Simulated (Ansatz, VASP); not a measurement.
**One calculation of Nb3C2, two programs**

The input INCAR:

```
PREC     = Accurate       # precision mode
ENCUT    = 520            # plane-wave cutoff, eV
EDIFF    = 1E-6           # SCF threshold, eV
ISMEAR   = 0              # smearing method
SIGMA    = 0.2            # smearing width, eV
LREAL    = F              # projectors in reciprocal space
LASPH    = T              # aspherical terms in the spheres
NELM     = 80             # most SCF steps
ALGO     = Normal         # electronic algorithm
ISIF     = 2              # what is computed and relaxed
LWAVE    = F              # write WAVECAR
LCHARG   = T              # write CHGCAR
GGA      = PE             # functional
LELF     = T              # ELF
LVHAR    = T            
NBANDS   = 58             # bands
```

File KPOINTS:

```
Automatic mesh
0
Gamma
  8 4 2
```

File POSCAR:

```
Nb3C2
1.0
    2.7748230672      0.0000000000      0.0000000000
    0.0000000000      4.8061345344      0.0000000000
    0.0000000000      0.0000000000      9.9866685032
Nb C
6 4
Direct
    0.5000000000      0.1666666667      0.2266140351
    1.0000000000      0.6666666667      0.2266140351
    0.5000000000      0.1666666667      0.7733859649
    1.0000000000      0.6666666667      0.7733859649
    0.5000000000      0.1666666667      0.5000000000
    1.0000000000      0.6666666667      0.5000000000
    0.5000000000      0.1666666667      1.0000000000
    1.0000000000      0.6666666667      1.0000000000
    1.0000000000      0.0000000000      0.0000000000
    0.5000000000      0.5000000000      1.0000000000
```

Input for Ansatz:

```yaml
crystal:
  lattice:
    - [2.7748230672, 0.0, 0.0]
    - [0.0, 4.8061345344, 0.0]
    - [0.0, 0.0, 9.9866685032]
  atoms:
    - { symbol: Nb, position: [0.5, 0.1666666667, 0.2266140351] }
    - { symbol: Nb, position: [1.0, 0.6666666667, 0.2266140351] }
    - { symbol: Nb, position: [0.5, 0.1666666667, 0.7733859649] }
    - { symbol: Nb, position: [1.0, 0.6666666667, 0.7733859649] }
    - { symbol: Nb, position: [0.5, 0.1666666667, 0.5] }
    - { symbol: Nb, position: [1.0, 0.6666666667, 0.5] }
    - { symbol: C, position: [0.5, 0.1666666667, 1.0] }
    - { symbol: C, position: [1.0, 0.6666666667, 1.0] }
    - { symbol: C, position: [1.0, 0.0, 0.0] }
    - { symbol: C, position: [0.5, 0.5, 1.0] }
basis:
  ecutwfc: 420
kpoints:
  mp_grid: { grid: [8, 4, 2] }
hamiltonian:
  xc: pbe
scf:
  occupations: { method: gaussian, width: 0.2 }
  lower_state_search: "off"
output:
  forces: true
  stress: true
  eigenvalues: true
```

Alike in both runs: task single point; functional PBE; k mesh 8 × 4 × 2; occupations gaussian, width 0.2 eV; no spin polarisation.

```csv
,VASP,Ansatz
version,VASP 6.6.1,Ansatz 0.2.0
potentials or method,"VASP PAW PBE potentials, release 64 (Nb_sv, C), cutoff 520 eV","scalar-relativistic, plane waves, PAW"
valence electrons in the cell,94,94
```

|  | VASP | Ansatz | Ansatz less VASP |
| --- | --- | --- | --- |
| gap on the k mesh at the Fermi level (eV) | none | none | - |
| pressure (GPa) | 0.3 | 0.5 | +0.20 |
| traceless stress, the component that is largest in VASP (GPa) | -0.59 | -0.64 | -0.047 |
| rms of the force components (eV/Å) | 0.019 | 0.020 | +0.0010 |

Atom by atom the forces differ by 0.001 eV/Å (rms over components). A gap of «none» marks a metal or a gap that the smearing closes.
